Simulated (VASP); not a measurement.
# C (Fd-3m) in VASP: further runs

Aim: see how the results for C move with the level of theory and the settings. Levels: BHLYP, PBE-based screened hybrid with 25 % exact exchange. Tasks: single point.

Everything below comes from runs of VASP 6.6.1. Logs are shortened: lines on timing, memory, paths and dates and some standing lists are left out, and cuts for length are marked.

## (1) The cell of the first run

The structure is cubic, space group Fd-3m (No. 227). The conventional cell has a = 3.567 Å, b = 3.567 Å, c = 3.567 Å, α = 90.00°, β = 90.00°, γ = 90.00°. Within 2.1 Å of C (site symmetry -43m) lie 4 C at 1.54 Å.

## (2) Single point, BHLYP

Input file POSCAR:

```
C
1.0
    0.0000000000      1.7833700000      1.7833700000
    1.7833700000      0.0000000000      1.7833700000
    1.7833700000      1.7833700000      0.0000000000
C
2
Direct
    0.7500000000      0.7500000000      0.7500000000
    0.5000000000      0.5000000000      0.5000000000
```

Input file INCAR.step1:

```
SYSTEM = C
PREC = Accurate ; ENCUT = 520
EDIFF = 1E-5 ; ISMEAR = -1
SIGMA = 0.05 ; LREAL = .FALSE.
LASPH = .TRUE. ; NELM = 80
ALGO = Normal ; ISIF = 2
LWAVE = .TRUE. ; LCHARG = .FALSE.
NBANDS = 11 ; GGA = PE
```

Input file INCAR.step2:

```
SYSTEM = C
PREC = Accurate ; ENCUT = 520
EDIFF = 1E-6 ; ISMEAR = -1
SIGMA = 0.05 ; LREAL = .FALSE.
LASPH = .TRUE. ; NELM = 80
ALGO = Normal ; ISIF = 2
LWAVE = .FALSE. ; LCHARG = .FALSE.
GGA = B5 ; LHFCALC = .TRUE.
AEXX = 0.5 ; ALDAX = 0.5
AGGAX = 0.5 ; AGGAC = 1.0
ALDAC = 0.0 ; PRECFOCK = Normal
NBANDS = 11 ; ISTART = 1
```

Input file KPOINTS:

```
regular mesh
0
G
  7 7 7
  0 0 0
```

Potentials or basis: VASP PAW PBE potentials, release 64 (C).

Command:

```
$ cat potpaw_PBE.64/C/POTCAR > POTCAR
$ cp INCAR.step1 INCAR
$ mpirun -np 1 vasp_std > vasp.out
$ cp INCAR.step2 INCAR
$ mpirun -np 1 vasp_std > vasp.out
```

OUTCAR:

```text
SYSTEM = C
   PREC = Accurate
   ENCUT = 520
   EDIFF = 1E-6
   ISMEAR = -1
   LREAL = .FALSE.
   LASPH = .TRUE.
   NELM = 80
   ISIF = 2
   GGA = B5
   LHFCALC = .TRUE.
   AEXX = 0.5
   PRECFOCK = Normal
   ISTART = 1

 ion  position               nearest neighbor table
   1  0.750  0.750  0.750-   2 1.54   2 1.54   2 1.54   2 1.54
   2  0.500  0.500  0.500-   1 1.54   1 1.54   1 1.54   1 1.54

  LATTYP: Found a face centered cubic cell.
 ALAT       =     3.5667400000

  Lattice vectors:

 A1 = (   0.0000000000,   1.7833700000,   1.7833700000)
 A2 = (   1.7833700000,   0.0000000000,   1.7833700000)
 A3 = (   1.7833700000,   1.7833700000,   0.0000000000)

Analysis of symmetry for initial positions (statically):
=====================================================================
 Subroutine PRICEL returns:
 Original cell was already a primitive cell.

 Routine SETGRP: Setting up the symmetry group for a
 face centered cubic supercell.

 Subroutine GETGRP returns: Found 48 space group operations
 (whereof 24 operations were pure point group operations)
 out of a pool of 48 trial point group operations.

The static configuration has the point symmetry T_d .
 The point group associated with its full space group is O_h .

Analysis of symmetry for dynamics (positions and initial velocities):
=====================================================================
 Subroutine PRICEL returns:
 Original cell was already a primitive cell.

 Routine SETGRP: Setting up the symmetry group for a
 face centered cubic supercell.

 Subroutine GETGRP returns: Found 48 space group operations
 (whereof 24 operations were pure point group operations)
 out of a pool of 48 trial point group operations.

The dynamic configuration has the point symmetry T_d .
 The point group associated with its full space group is O_h .

 Subroutine INISYM returns: Found 48 space group operations
 (whereof 24 operations are pure point group operations),
 and found     1 'primitive' translations

----------------------------------------------------------------------------------------

                                     Primitive cell

  volume of cell :      11.3437

  direct lattice vectors                    reciprocal lattice vectors
     0.000000000  1.783370000  1.783370000    -0.280368067  0.280368067  0.280368067
     1.783370000  0.000000000  1.783370000     0.280368067 -0.280368067  0.280368067
     1.783370000  1.783370000  0.000000000     0.280368067  0.280368067 -0.280368067

  length of vectors
     2.522066041  2.522066041  2.522066041     0.485611737  0.485611737  0.485611737

  position of ions in fractional coordinates (direct lattice)
     0.750000000  0.750000000  0.750000000
     0.500000000  0.500000000  0.500000000

  ion indices of the primitive-cell ions
   primitive index   ion index
                 1           1
                 2           2

----------------------------------------------------------------------------------------

 KPOINTS: regular mesh

Automatic generation of k-mesh.
 Grid dimensions read from file:
 generate k-points for:    7    7    7

 Generating k-lattice:

  Cartesian coordinates                     Fractional coordinates (reciprocal lattice)
    -0.040052581  0.040052581  0.040052581     0.142857143  0.000000000  0.000000000
     0.040052581 -0.040052581  0.040052581     0.000000000  0.142857143  0.000000000
     0.040052581  0.040052581 -0.040052581     0.000000000  0.000000000  0.142857143

  Length of vectors
     0.069373105  0.069373105  0.069373105

  Shift w.r.t. Gamma in fractional coordinates (k-lattice)
     0.000000000  0.000000000  0.000000000

 Subroutine IBZKPT returns following result:
 ===========================================

 Found     20 irreducible k-points:

 Following reciprocal coordinates:
            Coordinates               Weight
  0.000000  0.000000  0.000000      1.000000
  0.142857  0.000000  0.000000      8.000000
  0.285714  0.000000  0.000000      8.000000
  0.428571  0.000000  0.000000      8.000000
  0.142857  0.142857  0.000000      6.000000
  0.285714  0.142857  0.000000     24.000000
[... 12 lines left out ...]
 -0.428571  0.428571  0.142857     24.000000
 -0.285714  0.428571  0.142857     24.000000
   k-points           NKPTS =     20   k-points in BZ     NKDIM =    343   number of bands    NBANDS=     11
   number of dos      NEDOS =    301   number of ions     NIONS =      2
   total plane-waves  NPLWV =   8000
   dimension x,y,z NGX =    20 NGY =   20 NGZ =   20
   dimension x,y,z NGXF=    40 NGYF=   40 NGZF=   40
   ions per type =               2
   NGX,Y,Z   is equivalent  to a cutoff of  13.18, 13.18, 13.18 a.u.
   NGXF,Y,Z  is equivalent  to a cutoff of  26.37, 26.37, 26.37 a.u.
 SYSTEM =  C
   PREC   = accura    normal or accurate (medium, high low for compatibility)
   ISTART =      1    job   : 0-new  1-cont  2-samecut
   ICHARG =      0    charge: 1-file 2-atom 10-const
   ISPIN  =      1    spin polarized calculation?
   LNONCOLLINEAR =      F non collinear calculations
   LSORBIT =      F    spin-orbit coupling
   LASPH  =      T    aspherical Exc in radial PAW
   ENCUT  =  520.0 eV  38.22 Ry    6.18 a.u.   4.69  4.69  4.69*2*pi/ulx,y,z
   NELM   =     80;   NELMIN=  2; NELMDL=  0     # of ELM steps
   EDIFF  = 0.1E-05   stopping-criterion for ELM
   LREAL  =      F    real-space projection
   EDIFFG = 0.1E-04   stopping-criterion for IOM
   NSW    =      0    number of steps for IOM
   IBRION =     -1    ionic relax: 0-MD 1-quasi-New 2-CG
   NFREE  =      0    steps in history (QN), initial steepest desc. (CG)
   ISIF   =      2    stress and relaxation
   ISYM   =      3    0-nonsym 1-usesym 2-fastsym
   POTIM  = 0.5000    time-step for ionic-motion
   TEBEG  =    0.0;   TEEND  =   0.0 temperature during run
   PSTRESS=    0.0 pullay stress
   NELECT =       8.0000    total number of electrons
   NUPDOWN=      -1.0000    fix difference up-down
   EMIN   =  10.00;   EMAX   =-10.00  energy-range for DOS
   EFERMI =   0.00;   METHOD = LEGACY
   ISMEAR =    -1;   SIGMA  =   0.05  broadening in eV -4-tet -1-fermi 0-gaus
   EFERMI_NEDOS =   21; number of points for ismear=-14 and -15
   IALGO  =     38    algorithm
   IMIX   =      1    mixing-type and parameters
     AMIX     =   0.40;   BMIX     =  1.00
     AMIX_MAG =   1.60;   BMIX_MAG =  1.00
  volume/ion in A,a.u.               =       5.67        38.28
  Fermi-wavevector in a.u.,A,eV,Ry     =   1.457203  2.753714 28.891161  2.123440
  Thomas-Fermi vector in A             =   2.574032
   LORBIT       =      0    0 simple, 1 ext, 2 COOP (PROOUT), +10 PAW based schemes
   GGA     = B5    functional components
   LHFCALC =     T    Hartree Fock is set to
   PRECFOCK=normal    Normal, Fast or Accurate (Low or Medium for compatibility)
   ENCUT4O =  -1.0   cutoff for four orbital integrals eV
   NKREDX  =     1    reduce k-point grid by
   NKREDY  =     1    reduce k-point grid by
   NKREDZ  =     1    reduce k-point grid by
   AEXX    =    0.5000 exact exchange contribution
   HFSCREEN=    0.0000 screening length (either q_TF or 0.3 A-1)
   HFSCREENC=   0.0000 screening length for correlation (either q_TF or 0.3 A-1)
   ENCUTFOCK=  -1.0 apply spherical cutoff to Coloumb kernel
   IVDW    =     0    specifies the selected vdW correction
   LEPSILON=     F    determine dielectric tensor
   LRPA    =     F    only Hartree local field effects (RPA)
 non-spin polarized calculation
  energy-cutoff  :      520.00
  volume of cell :       11.34
 maximum number of plane-waves:       314
  NGX = 16; NGY = 16; NGZ = 16

 number of electron       7.9999999 magnetization

 Free energy of the ion-electron system (eV)
  ---------------------------------------------------
  ext. energy  EPLUGINS =         0.00000000
  ---------------------------------------------------
  free energy    TOTEN  =       -24.77508720 eV

  energy without entropy =      -24.77508720  energy(sigma->0) =      -24.77508720

 E-fermi :   8.8848     XC(G=0):  -6.8676

 val. band max:        7.9277391171   @ k =   0.0000   0.0000   0.0000
 cond. band min:      16.5032165221   @ k =   0.4286   0.4286   0.0000
 fundamental gap:      8.5754774051
 Fermi energy:         8.8848190533

 k-point     1 :       0.0000    0.0000    0.0000
  band No.  band energies     occupation
      1     -17.3756      2.00000
      2       7.9277      2.00000
      3       7.9277      2.00000
      4       7.9277      2.00000
      5      18.0935      0.00000
      6      18.0935      0.00000
      7      18.0935      0.00000
      8      26.9342      0.00000
      9      32.5283      0.00000
     10      40.0341      0.00000
     11      40.0341      0.00000

 k-point     2 :       0.1429    0.0000    0.0000
  band No.  band energies     occupation
      1     -16.7244      2.00000
      2       4.5375      2.00000
      3       7.0325      2.00000
      4       7.0325      2.00000
      5      19.2972      0.00000
      6      19.2972      0.00000
      7      19.6901      0.00000
      8      27.4815      0.00000
      9      33.4956      0.00000
     10      36.4830      0.00000
     11      36.4830      0.00000

 k-point     3 :       0.2857    0.0000    0.0000
  band No.  band energies     occupation
      1     -14.7995      2.00000
      2      -1.2041      2.00000
      3       5.6046      2.00000
      4       5.6046      2.00000
      5      20.9205      0.00000
      6      20.9205      0.00000
      7      21.0882      0.00000
      8      28.7143      0.00000
      9      34.3701      0.00000
     10      35.9899      0.00000
     11      35.9899      0.00000
[... 211 lines left out ...]
 k-point    19 :      -0.4286    0.4286    0.1429
  band No.  band energies     occupation
      1      -9.1340      2.00000
      2      -4.5373      2.00000
      3      -0.7749      2.00000
      4       0.0177      2.00000
      5      19.5911      0.00000
      6      20.8834      0.00000
      7      27.4170      0.00000
      8      29.9073      0.00000
      9      35.1169      0.00000
     10      36.7822      0.00000
     11      43.8685      0.00000

 k-point    20 :      -0.2857    0.4286    0.1429
  band No.  band energies     occupation
      1      -7.6572      2.00000
      2      -5.6244      2.00000
      3      -2.5374      2.00000
      4       0.3558      2.00000
      5      20.8354      0.00000
      6      24.9238      0.00000
      7      26.4654      0.00000
      8      27.3005      0.00000
      9      33.0876      0.00000
     10      37.1253      0.00000
     11      41.7383      0.00000

------------------------ aborting loop because EDIFF is reached ----------------------------------------

  FORCE on cell =-STRESS in cart. coord.  units (eV):
  Direction    XX          YY          ZZ          XY          YZ          ZX
  --------------------------------------------------------------------------------------
  -------------------------------------------------------------------------------------
  Total       -0.6252799     -0.6252799     -0.6252799      0.0000000     -0.0000000     -0.0000000
  in kB      -88.3142238    -88.3142238    -88.3142238      0.0000000     -0.0000000     -0.0000000
  external PRESSURE =     -88.3142238 kB  Pullay stress =       0.0000000 kB

 VOLUME and BASIS-vectors are now :
 -----------------------------------------------------------------------------
  energy-cutoff  :      520.00
  volume of cell :       11.34
      direct lattice vectors                 reciprocal lattice vectors
     0.000000000  1.783370000  1.783370000    -0.280368067  0.280368067  0.280368067
     1.783370000  0.000000000  1.783370000     0.280368067 -0.280368067  0.280368067
     1.783370000  1.783370000  0.000000000     0.280368067  0.280368067 -0.280368067

 POSITION                                       TOTAL-FORCE (eV/Angst)
 -----------------------------------------------------------------------------------
      2.67505      2.67505      2.67505        -0.000000     -0.000000     -0.000000
      1.78337      1.78337      1.78337         0.000000      0.000000      0.000000
 -----------------------------------------------------------------------------------
    total drift:                                0.000000     -0.000000      0.000000

  FREE ENERGIE OF THE ION-ELECTRON SYSTEM (eV)
  ---------------------------------------------------
  free  energy   TOTEN  =       -24.7750872007 eV

  energy  without entropy=      -24.7750872006  energy(sigma->0) =      -24.77508720
```

Run time: 6.3 min. Hardware: 1 thread of Intel Xeon Platinum 8259CL at 2.50GHz (Skylake/Cascade Lake), shared host; peak memory 0.12 GiB.

Results:

| Item | Value |
| --- | --- |
| Free energy | -24.7751 eV |
| Pressure | -8.8 GPa |
| Band gap on the k mesh | 8.58 eV (least direct gap 10.17 eV) |

Caveat: the k points lie up to 0.44 Å⁻¹ apart; the PAW data sets were made with another functional, which shifts forces and pressure a little; an odd mesh through Γ misses points on the zone boundary, where band edges can lie.

(Part 1 of 2 ends here.)
